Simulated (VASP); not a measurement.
Here is a VASP 6.6.1 calculation.

The input INCAR:

```
SYSTEM = MoS2
PREC     = Accurate       ! precision mode
ENCUT    = 520            ! plane-wave cutoff, eV
EDIFF    = 1E-8           ! SCF threshold, eV
ISMEAR   = -1             ! smearing method
SIGMA    = 0.05           ! smearing width, eV
LREAL    = .False.        ! projectors in reciprocal space
LASPH    = .True.         ! aspherical terms in the spheres
NELM     = 80             ! most SCF steps
ALGO     = Normal         ! electronic algorithm
ISIF     = 2              ! what is computed and relaxed
LWAVE    = .False.        ! write WAVECAR
LCHARG   = .False.        ! write CHGCAR
GGA      = PE             ! functional
LEFG     = .True.       
NBANDS   = 49             ! bands
```

The input KPOINTS:

```
Automatic mesh
0
Gamma
  10 10 1
  0 0 0
```

The input POSCAR:

```
MoS2
1.0
    3.1840155185      0.0000000000      0.0000000000
   -1.5920077592      2.7574383250      0.0000000000
    0.0000000000      0.0000000000     28.3873198000
Mo S
3 6
Direct
    0.3333333333      0.6666666667      0.2281647700
    0.3333333333      0.6666666667      0.7718352300
    0.6666666667      0.3333333333      0.0000000000
    0.6666666667      0.3333333333      0.1734930900
    0.6666666667      0.3333333333      0.7171875100
    0.3333333333      0.6666666667      0.9453341200
    0.6666666667      0.3333333333      0.2828124900
    0.6666666667      0.3333333333      0.8265069100
    0.3333333333      0.6666666667      0.0546658800
```

Potentials or basis: VASP PAW PBE potentials, release 64 (Mo_sv, S).

The run is started by

```bash
$ cat potpaw_PBE.64/Mo_sv/POTCAR potpaw_PBE.64/S/POTCAR > POTCAR
$ mpirun -np 1 vasp_std > vasp.out
```

Q: Predict the largest force.

A: 0.204 eV/Å.

Q: What does it give for the band gap on the k mesh?

A: 1.32 eV, indirect (least direct gap 1.88 eV).

Electric field gradients, principal values (V/Å²):
```
atom   least  middle  greatest (by size)
1 Mo  40.960  40.962             -81.922
2 Mo  40.960  40.962             -81.922
3 Mo  40.955  40.956             -81.911
 4 S  27.927  27.928             -55.855
 5 S  28.814  28.815             -57.629
 6 S  27.950  27.952             -55.902
 7 S  28.814  28.815             -57.629
 8 S  27.927  27.928             -55.855
 9 S  27.950  27.952             -55.902
```

Caveat: without QUAD_EFG the Cq values of the log hold for a quadrupole moment of 1 mb, not for the nuclei.
